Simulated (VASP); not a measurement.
Here is a VASP 6.6.1 calculation.

The input INCAR:

```
PREC = Accurate
ENCUT = 520
EDIFF = 1E-6
ISMEAR = -1
SIGMA = 0.02
LREAL = F
LASPH = T
NELM = 60
ALGO = Normal
ISIF = 2
LWAVE = F
LCHARG = F
GGA = PE
NBANDS = 46
```

KPOINTS

```
regular mesh
0
Gamma
  6 6 4
```

File POSCAR:

```
InGa3P4
1.0
    6.5876447552     -1.9848977165      0.0039976800
    6.5876447552      1.9848977165      0.0039976800
   -1.1936419022      0.0000000000      6.7865997091
Ga In P
3 1 4
Direct
   -0.0025250877     -0.0025250877     -0.0054953467
    0.5024503355      0.5024503355      0.5054987626
    0.2503987196      0.2503987196      0.7497604059
    0.7492570726      0.7492570726      0.2492460048
    0.5519001527      0.5519001527      0.1838260916
    0.0655003369      0.0655003369      0.6888134776
    0.8136863284      0.8136863284      0.9225017435
    0.3193321420      0.3193321420      0.4558488608
```

Potentials or basis: VASP PAW PBE potentials, release 64 (Ga_d, In_d, P).

Run with:

```sh
$ cat potpaw_PBE.64/Ga_d/POTCAR potpaw_PBE.64/In_d/POTCAR potpaw_PBE.64/P/POTCAR > POTCAR
$ mpirun -np 1 vasp_std > vasp.out
```

(1) What does it give for the largest force?

(2) Estimate the band gap on the k mesh.

(3) What does it give for the pressure?

## Answers

(1) 0.003 eV/Å.

(2) 0.98 eV.

(3) 0.0 GPa.

Caveat: spin-orbit coupling is left out, which moves the levels of the heavy elements.
